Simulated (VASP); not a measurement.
## PdPt2Se6: single point with PBE

PdPt2Se6:

```
CELL_PARAMETERS angstrom
3.24711 1.87472 6.24876
-3.24711 1.87472 6.24876
0.00000 -3.74944 6.24876
ATOMIC_POSITIONS crystal
Pd 0.00000 0.00000 0.00000
Pt 0.33328 0.33328 0.33328
Pt 0.66672 0.66672 0.66672
Se 0.06988 0.73609 0.40323
Se 0.40323 0.06988 0.73609
Se 0.73609 0.40323 0.06988
Se 0.26391 0.59677 0.93012
Se 0.59677 0.93012 0.26391
Se 0.93012 0.26391 0.59677
```

```yaml
Program: VASP 6.6.1
Task: single point
Functional: PBE
Potentials_or_basis: VASP PAW PBE potentials, release 64 (Pd, Pt, Se)
Cutoff: 520 eV
k_mesh: 6 × 6 × 6
Occupations: gaussian, width 0.02 eV
Spin: no spin polarisation
Dipole_correction: no
Further_INCAR_settings: ALGO = Normal; EDIFF = 1e-07; NBANDS = 43
```

| Property | Result |
| --- | --- |
| Pressure | 0.0 GPa |
| Band gap on the k mesh | 0.55 eV (least direct gap 0.78 eV) |

Forces in eV/Å, atoms in the order of the input:
```
Pd   0.000  0.000  0.000
Pt   0.000  0.000  0.000
Pt   0.000  0.000  0.000
Se   0.001 -0.002 -0.001
Se   0.001  0.002 -0.001
Se  -0.003  0.000 -0.001
Se   0.003  0.000  0.001
Se  -0.001 -0.002  0.001
Se  -0.001  0.002  0.001
```

Levels at points of the mesh, in eV from the valence-band top:
```
           k point  band 29  band 30  band 31  band 32  band 33  band 34  band 35  band 36  band 37  band 38
(0.00, 0.00, 0.00)    -1.39    -1.39    -0.32    -0.32    -0.13     1.15     1.15     1.58     1.58     2.33
(0.50, 0.00, 0.00)    -1.38    -1.21    -1.17    -0.37    -0.22     0.89     1.28     1.30     1.73     1.88
(0.50, 0.50, 0.00)    -1.23    -1.13    -1.01    -0.61    -0.46     0.84     1.19     1.24     1.64     1.68
(0.50, 0.50, 0.50)    -1.32    -1.28    -1.28    -0.38    -0.38     0.85     0.85     1.26     1.26     2.43
```

Wall time 18 min on 1 thread of Intel(R) Xeon(R) Platinum 8488C (Sapphire Rapids), on a shared host, peak memory 0.62 GiB.

Caveat: spin-orbit coupling is left out, which moves the levels of the heavy elements. A k mesh can miss the band edges.
